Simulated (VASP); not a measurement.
Input of a VASP 6.6.1 run:

File INCAR:

```
PREC = Accurate
ENCUT = 520
EDIFF = 1E-7
ISMEAR = 0
SIGMA = 0.05
LREAL = F
LASPH = T
NELM = 100
ALGO = Normal
ISIF = 2
LWAVE = F
LCHARG = T
GGA = PS
LELF = T
LVHAR = T
NBANDS = 11
```

KPOINTS

```
Automatic mesh
0
Gamma
  12 12 12
```

The input POSCAR:

```
SiC
1.0
    0.0000000000      2.2025961538      2.2025961538
    2.2025961538      0.0000000000      2.2025961538
    2.3252073397      2.3252073397     -0.1226111859
Si C
1 1
Direct
    0.0000000000      0.0000000000      0.0000000000
    0.7500000000      0.7500000000      0.7500000000
```

Potentials or basis: VASP PAW PBE potentials, release 64 (Si, C).

The run is started by

```console
$ cat potpaw_PBE.64/Si/POTCAR potpaw_PBE.64/C/POTCAR > POTCAR
$ mpirun -np 1 vasp_std > vasp.out
```

Estimate the band gap on the k mesh.

1.09 eV, indirect (least direct gap 3.68 eV).

Predict the pressure.

-18.3 GPa.

What does it give for the largest force?

0.054 eV/Å.

Stress tensor (GPa, compression positive):
```
-18.31 -10.13  10.13
-10.13 -18.31  10.13
 10.13  10.13 -18.31
```

Caveat: the PAW data sets were made with another functional, which shifts forces and pressure a little. A k mesh can miss the band edges.
